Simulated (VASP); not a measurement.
A run of VASP 6.6.1 is set up as follows.

The input INCAR:

```
PREC = Accurate
ENCUT = 520
EDIFF = 1E-6
ISMEAR = -1
SIGMA = 0.05
LREAL = F
LASPH = T
NELM = 100
ALGO = Fast
ISIF = 2
LWAVE = F
LCHARG = F
GGA = PS
NBANDS = 8
```

Contents of KPOINTS:

```
regular mesh
0
Gamma
  11 11 11
```

The input POSCAR:

```
Al
1.0
   -0.0202480500      2.0248050000      2.0248050000
    2.0248050000     -0.0202480500      2.0248050000
    2.0045569500      2.0045569500      0.0000000000
Al
1
Direct
    0.0000000000      0.0000000000      0.0000000000
```

Potentials or basis: VASP PAW PBE potentials, release 64 (Al).

The run is started by

```console
$ cat potpaw_PBE.64/Al/POTCAR > POTCAR
$ mpirun -np 1 vasp_std > vasp.out
```

Problem. What does it give for the pressure?

Solution. -1.8 GPa.

Stress tensor (GPa, compression positive):
```
-1.82  0.31  0.00
 0.31 -1.82  0.00
 0.00  0.00 -1.85
```

Caveat: the PAW data sets were made with another functional, which shifts forces and pressure a little.
